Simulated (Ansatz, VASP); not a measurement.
## Ti: VASP beside Ansatz

The input INCAR:

```
PREC = Accurate
ENCUT = 500
EDIFF = 1E-6
ISMEAR = -1
SIGMA = 0.05
LREAL = False
LASPH = True
NELM = 120
ALGO = Normal
ISIF = 2
LWAVE = False
LCHARG = True
LELF = True
LVHAR = True
NBANDS = 12
GGA_COMPAT = False
```

File KPOINTS:

```
Automatic mesh
0
Gamma
  15 15 15
```

POSCAR

```
Ti
1.0
    0.0000000000      2.0232106516      2.0232106516
    2.0232106516      0.0000000000      2.0232106516
    2.0232106516      2.0232106516      0.0000000000
Ti
1
Direct
    0.0000000000      0.0000000000      0.0000000000
```

Input for Ansatz:

```yaml
crystal:
  lattice:
    - [0.0, 2.0232106516, 2.0232106516]
    - [2.0232106516, 0.0, 2.0232106516]
    - [2.0232106516, 2.0232106516, 0.0]
  atoms:
    - { symbol: Ti, position: [0.0, 0.0, 0.0] }
kpoints:
  mp_grid: { grid: [15, 15, 15] }
  band_path:
    path:
      - [0.0, 0.0, 0.0]
      - [0.5, 0.0, 0.5]
      - [0.625, 0.25, 0.625]
      - [0.375, 0.375, 0.75]
      - [0.0, 0.0, 0.0]
      - [0.5, 0.5, 0.5]
      - [0.5, 0.25, 0.75]
      - [0.5, 0.0, 0.5]
    npoints: 5
scf:
  occupations: { method: fermi_dirac, width: 0.05 }
hamiltonian:
  xc: lda
  pseudopotentials: { kind: all_electron, lapw: { basis_error: 0.00025 } }
output:
  forces: true
  stress: true
  eigenvalues: true
```

Change from the starting cell: volume scaled by 0.99.

Alike in both runs: task single point; functional LDA; k mesh 15 × 15 × 15; occupations fermi-dirac, width 0.05 eV; no spin polarisation.

```csv
,VASP,Ansatz
version,VASP 6.6.1,Ansatz 0.2.0
potentials or method,"VASP PAW LDA potentials, release 64 (Ti_sv), cutoff 500 eV","all-electron LAPW, scalar-relativistic"
```

Ansatz gave:

* pressure (GPa): -3.7

Question: Estimate VASP's values.

Answer: Pressure (GPa): -3.9.

LDA's correlation is that of Perdew and Zunger in VASP and of Perdew and Wang (1992) in Ansatz. Ansatz ran all-electron here, and VASP with PAW potentials.
